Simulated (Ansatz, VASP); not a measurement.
# Two plane-wave programs on BN

POSCAR

```
BN
1.0
    2.6560971858      0.0000000000      0.0000000000
   -1.3280485929      2.3002476378      0.0000000000
    0.0000000000      0.0000000000      4.5650034000
B N
2 2
Direct
    0.6666666667      0.3333333333      0.9997240000
    0.3333333333      0.6666666667      0.4997240000
    0.6666666667      0.3333333333      0.6252760000
    0.3333333333      0.6666666667      0.1252760000
```

Contents of INCAR.step1:

```
  ALGO = Normal
  EDIFF = 1E-4
  ENCUT = 520
  GGA = PE
  ISMEAR = 0
  LASPH = True
  LCHARG = False
  LREAL = False
  LWAVE = True
  NBANDS = 16
  NELM = 60
  PREC = Accurate
  SIGMA = 0.05
```

Contents of INCAR.step2:

```
  ALGO = Normal
  EDIFF = 1E-6
  ENCUT = 520
  ISIF = 2
  ISMEAR = 0
  ISTART = 1
  LASPH = True
  LCHARG = False
  LMIXTAU = True
  LREAL = False
  LWAVE = False
  METAGGA = R2SCAN
  NBANDS = 16
  NELM = 60
  PREC = Accurate
  SIGMA = 0.05
```

The input KPOINTS:

```
k-points
0
Gamma
  12 12 6
```

Input for Ansatz:

```yaml
crystal:
  lattice:
    - [2.6560971858, 0.0, 0.0]
    - [-1.3280485929, 2.3002476378, 0.0]
    - [0.0, 0.0, 4.5650034]
  atoms:
    - { symbol: B, position: [0.6666666667, 0.3333333333, 0.999724] }
    - { symbol: B, position: [0.3333333333, 0.6666666667, 0.499724] }
    - { symbol: "N", position: [0.6666666667, 0.3333333333, 0.625276] }
    - { symbol: "N", position: [0.3333333333, 0.6666666667, 0.125276] }
basis:
  ecutwfc: 500
kpoints:
  mp_grid: { grid: [12, 12, 6] }
hamiltonian:
  xc: r2scan
scf:
  occupations: { method: gaussian, width: 0.05 }
output:
  forces: true
  stress: true
  eigenvalues: true
```

Change from the starting cell: strain +0.040 along x and y, +0.080 along z, atoms carried along.

Alike in both runs: task single point; functional r2SCAN; k mesh 12 × 12 × 6; occupations gaussian, width 0.05 eV; no spin polarisation.

```csv
,VASP,Ansatz
version,VASP 6.6.1,Ansatz 0.2.0
potentials or method,"VASP PAW PBE potentials, release 64 (B, N), cutoff 520 eV","scalar-relativistic, plane waves, PAW"
valence electrons in the cell,16,16
```

```csv
,VASP,Ansatz,Ansatz less VASP
gap on the k mesh at the Fermi level (eV),5.75,5.77,+0.019
least direct gap on the mesh (eV),6.88,6.87,-0.009
pressure (GPa),-47.1,-47.7,-0.53
"traceless stress, the component that is largest in VASP (GPa)",-16.50,-16.38,+0.119
rms of the force components (eV/Å),0.267,0.274,+0.0076
```

VASP's potentials were made for PBE, not for r2SCAN. Atom by atom the forces differ by 0.008 eV/Å (rms over components). Both programs put the cell under strong tension, so it lies far from rest at this level.

Noted on VASP's run: the cell as given lies far from equilibrium.
